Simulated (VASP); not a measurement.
Here is a VASP 6.6.1 calculation.

INCAR

```
ALGO     = Normal         # electronic algorithm
EDIFF    = 1E-6           # SCF threshold, eV
ENCUT    = 520            # plane-wave cutoff, eV
GGA      = PS             # functional
ISIF     = 2              # what is computed and relaxed
ISMEAR   = 0              # smearing method
LASPH    = T              # aspherical terms in the spheres
LCHARG   = F              # write CHGCAR
LREAL    = F              # projectors in reciprocal space
LWAVE    = F              # write WAVECAR
NBANDS   = 16             # bands
NELM     = 60             # most SCF steps
PREC     = Accurate       # precision mode
SIGMA    = 0.01           # smearing width, eV
```

KPOINTS

```
k-points
0
Gamma
  10 10 10
```

POSCAR

```
GaN
1.0
    2.1982346483      2.1982346483      0.0000000000
   -2.1982346483      2.1982346483      0.0000000000
    0.0000000000      2.1982346483      2.1982346483
Ga N
1 1
Direct
    0.0000000000      0.0000000000      0.0000000000
    0.2500000000      0.7500000000      0.5000000000
```

Potentials or basis: VASP PAW PBE potentials, release 64 (Ga_d, N).

The run is started by

```sh
$ cat potpaw_PBE.64/Ga_d/POTCAR potpaw_PBE.64/N/POTCAR > POTCAR
$ mpirun -np 1 vasp_std > vasp.out
```

(1) What does it give for the band gap on the k mesh?

(2) Estimate the pressure.

Results:

(1) 2.16 eV, direct.

(2) 14.7 GPa.

Caveat: the PAW data sets were made with another functional, which shifts forces and pressure a little.
